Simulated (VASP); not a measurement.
# CdS5 (F-43m) in VASP: density of states with PBE

Aim: the density of states of CdS5 with PBE.

Everything below comes from runs of VASP 6.6.1. Logs are shortened: lines on timing, memory, paths and dates and some standing lists are left out, and cuts for length are marked.

### 1 The cell of the first run

The structure is cubic, space group F-43m (No. 216). The conventional cell has a = 7.617 Å, b = 7.617 Å, c = 7.617 Å, α = 90.00°, β = 90.00°, γ = 90.00°. Within 4.2 Å of Cd (site symmetry -43m) lie 16 S at 3.18 to 3.30 Å. Within 4.1 Å of S (site symmetry -43m) lie 12 S at 3.14 Å and 4 Cd at 3.30 Å. S (site symmetry 3m) has 9 S at 2.46 to 3.14 Å and 3 Cd at 3.18 Å within 3.3 Å.

### 2 Density of states, PBE

Input file POSCAR:

```
CdS5
1.0
    0.0000000000      3.8082896991      3.8082896991
    3.8082896991      0.0000000000      3.8082896991
    3.8082896991      3.8082896991      0.0000000000
Cd S
1 5
Direct
    0.0000000000      0.0000000000      0.0000000000
    0.7500000000      0.7500000000      0.7500000000
    0.3855922342      0.3855922342      0.8432232973
    0.3855922342      0.8432232973      0.3855922342
    0.3855922342      0.3855922342      0.3855922342
    0.8432232973      0.3855922342      0.3855922342
```

Input file INCAR.step1:

```
SYSTEM = CdS5
  PREC = Accurate
  ENCUT = 520
  EDIFF = 1E-6
  ISMEAR = 0
  SIGMA = 0.1
  LREAL = .FALSE.
  LASPH = .TRUE.
  NELM = 100
  ALGO = Normal
  ISIF = 2
  LWAVE = .FALSE.
  LCHARG = .TRUE.
  GGA = PE
  NBANDS = 30
```

Input file KPOINTS.step1:

```
regular mesh
0
G
  8 8 8
  0 0 0
```

Input file INCAR.step2:

```
SYSTEM = CdS5
  PREC = Accurate
  ENCUT = 520
  EDIFF = 1E-6
  ISMEAR = -5
  SIGMA = 0.1
  LREAL = .FALSE.
  LASPH = .TRUE.
  NELM = 100
  ALGO = Normal
  ISIF = 2
  LWAVE = .FALSE.
  LCHARG = .FALSE.
  GGA = PE
  LORBIT = 10
  NBANDS = 30
  NEDOS = 2001
  ICHARG = 11
```

Input file KPOINTS.step2:

```
regular mesh
0
G
  12 12 12
  0 0 0
```

Potentials or basis: VASP PAW PBE potentials, release 64 (Cd, S).

Started as:

```console
$ cat potpaw_PBE.64/Cd/POTCAR potpaw_PBE.64/S/POTCAR > POTCAR
$ cp INCAR.step1 INCAR
$ cp KPOINTS.step1 KPOINTS
$ mpirun -np 1 vasp_std > vasp.out
$ cp INCAR.step2 INCAR
$ cp KPOINTS.step2 KPOINTS
$ mpirun -np 1 vasp_std > vasp.out
```

OUTCAR:

```text
SYSTEM = CdS5
   PREC = Accurate
   ENCUT = 520
   EDIFF = 1E-6
   ISMEAR = -5
   LREAL = .FALSE.
   LASPH = .TRUE.
   NELM = 100
   ISIF = 2
   GGA = PE
   LORBIT = 10
   ICHARG = 11

 ion  position               nearest neighbor table
   1  0.000  0.000  0.000-   3 3.18   4 3.18   6 3.18   5 3.18   5 3.18   5 3.18   3 3.18   4 3.18
                             6 3.18   3 3.18   4 3.18   6 3.18
   2  0.750  0.750  0.750-
   3  0.386  0.386  0.843-   4 2.46   5 2.46   6 2.46   1 3.18   1 3.18   1 3.18
   4  0.386  0.843  0.386-   3 2.46   5 2.46   6 2.46   1 3.18   1 3.18   1 3.18
   5  0.386  0.386  0.386-   3 2.46   4 2.46   6 2.46   1 3.18   1 3.18   1 3.18
   6  0.843  0.386  0.386-   3 2.46   4 2.46   5 2.46   1 3.18   1 3.18   1 3.18

  LATTYP: Found a face centered cubic cell.
 ALAT       =     7.6165793982

  Lattice vectors:

 A1 = (   0.0000000000,   3.8082896991,   3.8082896991)
 A2 = (   3.8082896991,   0.0000000000,   3.8082896991)
 A3 = (   3.8082896991,   3.8082896991,   0.0000000000)

Analysis of symmetry for initial positions (statically):
=====================================================================
 Subroutine PRICEL returns:
 Original cell was already a primitive cell.

 Routine SETGRP: Setting up the symmetry group for a
 face centered cubic supercell.

 Subroutine GETGRP returns: Found 24 space group operations
 (whereof 24 operations were pure point group operations)
 out of a pool of 48 trial point group operations.

The static configuration has the point symmetry T_d .

Analysis of symmetry for dynamics (positions and initial velocities):
=====================================================================
 Subroutine PRICEL returns:
 Original cell was already a primitive cell.

 Routine SETGRP: Setting up the symmetry group for a
 face centered cubic supercell.

 Subroutine GETGRP returns: Found 24 space group operations
 (whereof 24 operations were pure point group operations)
 out of a pool of 48 trial point group operations.

The dynamic configuration has the point symmetry T_d .

 Subroutine INISYM returns: Found 24 space group operations
 (whereof 24 operations are pure point group operations),
 and found     1 'primitive' translations

----------------------------------------------------------------------------------------

                                     Primitive cell

  volume of cell :     110.4638

  direct lattice vectors                    reciprocal lattice vectors
     0.000000000  3.808289699  3.808289699    -0.131292533  0.131292533  0.131292533
     3.808289699  0.000000000  3.808289699     0.131292533 -0.131292533  0.131292533
     3.808289699  3.808289699  0.000000000     0.131292533  0.131292533 -0.131292533
[... 106 lines left out ...]
   NUPDOWN=      -1.0000    fix difference up-down
   EMIN   =  10.00;   EMAX   =-10.00  energy-range for DOS
   EFERMI =   0.00;   METHOD = LEGACY
   ISMEAR =    -5;   SIGMA  =   0.10  broadening in eV -4-tet -1-fermi 0-gaus
   EFERMI_NEDOS =   21; number of points for ismear=-14 and -15
   IALGO  =     38    algorithm
   IMIX   =      4    mixing-type and parameters
     AMIX     =   0.40;   BMIX     =  1.00
     AMIX_MAG =   1.60;   BMIX_MAG =  1.00
  volume/ion in A,a.u.               =      18.41       124.24
  Fermi-wavevector in a.u.,A,eV,Ry     =   1.186000  2.241215 19.137894  1.406596
  Thomas-Fermi vector in A             =   2.322182
   LORBIT       =     10    0 simple, 1 ext, 2 COOP (PROOUT), +10 PAW based schemes
   GGA     = PE    functional components
   LHFCALC =     F    Hartree Fock is set to
   AEXX    =    0.0000 exact exchange contribution
   IVDW    =     0    specifies the selected vdW correction
   LEPSILON=     F    determine dielectric tensor
   LRPA    =     F    only Hartree local field effects (RPA)
 non-spin polarized calculation
 Fermi weights with tetrahedron method with Bloechl corrections
  energy-cutoff  :      520.00
  volume of cell :      110.46
 maximum number of plane-waves:      2996

 number of electron      42.0000005 magnetization

 Free energy of the ion-electron system (eV)
  ---------------------------------------------------
  ext. energy  EPLUGINS =         0.00000000
  ---------------------------------------------------
  free energy    TOTEN  =       -15.74816346 eV

  energy without entropy =      -15.74816346  energy(sigma->0) =      -15.74816346

 E-fermi :   5.5646     XC(G=0): -10.6018

 val. band max:        5.6202802029   @ k =  -0.2500   0.1667   0.0000
 cond. band min:       5.5322386734   @ k =  -0.2500   0.2500   0.0000
 fundamental gap:     -0.0880415295
 Fermi energy:         5.5645627246

 k-point     1 :       0.0000    0.0000    0.0000
  band No.  band energies     occupation
      1     -11.1483      2.00000
      2      -6.3957      2.00000
      3      -6.3957      2.00000
      4      -6.3957      2.00000
      5      -5.7597      2.00000
      6      -2.9323      2.00000
[... 781 lines left out ...]
     29      11.3563      0.00000
     30      13.5155      0.00000

 [... further k-points ...]
[... 5 lines left out ...]
  --------------------------------------------------------------------------------------
  -------------------------------------------------------------------------------------
  Total       -0.1622613     -0.1622613     -0.1622613      0.0000000     -0.0000000      0.0000000
  in kB       -2.3534536     -2.3534536     -2.3534536      0.0000000     -0.0000000      0.0000000
  external PRESSURE =      -2.3534536 kB  Pullay stress =       0.0000000 kB

 VOLUME and BASIS-vectors are now :
 -----------------------------------------------------------------------------
  energy-cutoff  :      520.00
  volume of cell :      110.46
      direct lattice vectors                 reciprocal lattice vectors
     0.000000000  3.808289699  3.808289699    -0.131292533  0.131292533  0.131292533
     3.808289699  0.000000000  3.808289699     0.131292533 -0.131292533  0.131292533
     3.808289699  3.808289699  0.000000000     0.131292533  0.131292533 -0.131292533

 POSITION                                       TOTAL-FORCE (eV/Angst)
 -----------------------------------------------------------------------------------
      0.00000      0.00000      0.00000         0.000000      0.000000      0.000000
      5.71243      5.71243      5.71243         0.000000      0.000000      0.000000
      4.67969      4.67969      2.93689        -0.027362     -0.027362      0.027362
      4.67969      2.93689      4.67969        -0.027362      0.027362     -0.027362
      2.93689      2.93689      2.93689         0.027362      0.027362      0.027362
      2.93689      4.67969      4.67969         0.027362     -0.027362     -0.027362
 -----------------------------------------------------------------------------------
    total drift:                                0.000315      0.000315      0.000315

  FREE ENERGIE OF THE ION-ELECTRON SYSTEM (eV)
  ---------------------------------------------------
  free  energy   TOTEN  =       -15.7481634635 eV

  energy  without entropy=      -15.7481634635  energy(sigma->0) =      -15.74816346

 total charge

# of ion       s       p       d       tot
------------------------------------------
    1        0.429   0.128   9.574  10.131
    2        1.398   2.170   0.000   3.568
    3        1.436   2.055   0.000   3.491
    4        1.436   2.055   0.000   3.491
    5        1.436   2.055   0.000   3.491
    6        1.436   2.055   0.000   3.491
--------------------------------------------------
tot          7.571  10.519   9.574  27.665
```

OSZICAR.step1:

```text
N       E                     dE             d eps       ncg     rms          rms(c)
DAV:   1     0.251259607769E+03    0.25126E+03   -0.19906E+04  1740   0.128E+03
DAV:   2     0.460534146977E+00   -0.25080E+03   -0.24173E+03  2130   0.269E+02
DAV:   3    -0.164831520966E+02   -0.16944E+02   -0.16582E+02  2084   0.695E+01
DAV:   4    -0.167099944503E+02   -0.22684E+00   -0.22649E+00  2004   0.895E+00
DAV:   5    -0.167139587941E+02   -0.39643E-02   -0.39640E-02  2140   0.115E+00    0.183E+01
DAV:   6    -0.163008152382E+02    0.41314E+00   -0.96518E+00  2208   0.127E+01    0.135E+01
DAV:   7    -0.158368481780E+02    0.46397E+00   -0.57168E+00  2134   0.539E+00    0.884E+00
DAV:   8    -0.157493116411E+02    0.87537E-01   -0.60437E-01  2058   0.284E+00    0.110E+00
DAV:   9    -0.157494858687E+02   -0.17423E-03   -0.37055E-02  2034   0.955E-01    0.435E-01
DAV:  10    -0.157495462586E+02   -0.60390E-04   -0.25479E-03  2004   0.206E-01    0.228E-01
DAV:  11    -0.157495659550E+02   -0.19696E-04   -0.27096E-04  2106   0.837E-02    0.670E-02
DAV:  12    -0.157495689599E+02   -0.30049E-05   -0.26775E-05  2022   0.287E-02    0.216E-02
DAV:  13    -0.157495704298E+02   -0.14698E-05   -0.90820E-06  1994   0.114E-02    0.513E-03
DAV:  14    -0.157495701447E+02    0.28507E-06   -0.56622E-07  1260   0.324E-03
   1 F= -.15749570E+02 E0= -.15732837E+02  d E =-.334670E-01
```

It took 82 s on 1 thread of Intel Xeon 6975P-C (Granite Rapids), shared host; peak memory 0.34 GiB.

Results:

| Quantity | Value |
| --- | --- |
| Valence electrons inside the program's atomic spheres | Cd 10.13; S 3.57, 3.49 |

Levels at points of the mesh, in eV from the Fermi level:
```tsv
k point	band 19	band 20	band 21	band 22	band 23	band 24
(0.00, 0.00, 0.00)	-1.61	-0.79	1.12	1.12	1.12	2.11
(0.50, 0.00, 0.00)	-2.18	-1.27	0.14	0.14	0.81	1.17
(0.50, 0.50, 0.00)	-1.48	-1.41	-0.89	0.07	0.07	1.19
```

Caveat: tetrahedron occupations give inexact forces and stress in metals.
